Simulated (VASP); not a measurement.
Here is a VASP 6.6.1 calculation.

Contents of INCAR:

```
  PREC = Accurate
  ENCUT = 520
  EDIFF = 1E-6
  ISMEAR = 0
  SIGMA = 0.01
  LREAL = False
  LASPH = True
  NELM = 100
  ALGO = Normal
  ISIF = 2
  LWAVE = False
  LCHARG = False
  GGA = PE
  NBANDS = 26
```

The input KPOINTS:

```
regular mesh
0
Gamma
  9 9 4
```

The input POSCAR:

```
CdS
1.0
    4.1963020496      0.0000000000      0.0000000000
   -2.0981510248      3.6341041769      0.0000000000
    0.0000000000      0.0000000000      6.8304216542
Cd S
2 2
Direct
    0.3333333333      0.6666666667     -0.0090246788
    0.6666666667      0.3333333333      0.4909753212
    0.3333333333      0.6666666667      0.3860246788
    0.6666666667      0.3333333333      0.8860246788
```

Potentials or basis: VASP PAW PBE potentials, release 64 (Cd, S).

Run with:

```console
$ cat potpaw_PBE.64/Cd/POTCAR potpaw_PBE.64/S/POTCAR > POTCAR
$ mpirun -np 1 vasp_std > vasp.out
```

Task: What does it give for the pressure?

Result: 0.6 GPa.

Task: Predict the largest force.

Result: 0.397 eV/Å.

Task: What does it give for the band gap on the k mesh?

Result: 1.17 eV, direct.

Stress tensor (GPa, compression positive):
```
 1.59  0.00  0.00
 0.00  1.59  0.00
 0.00  0.00 -1.40
```

Expect the measured gap to be larger: semilocal functionals such as PBE lack the derivative discontinuity.
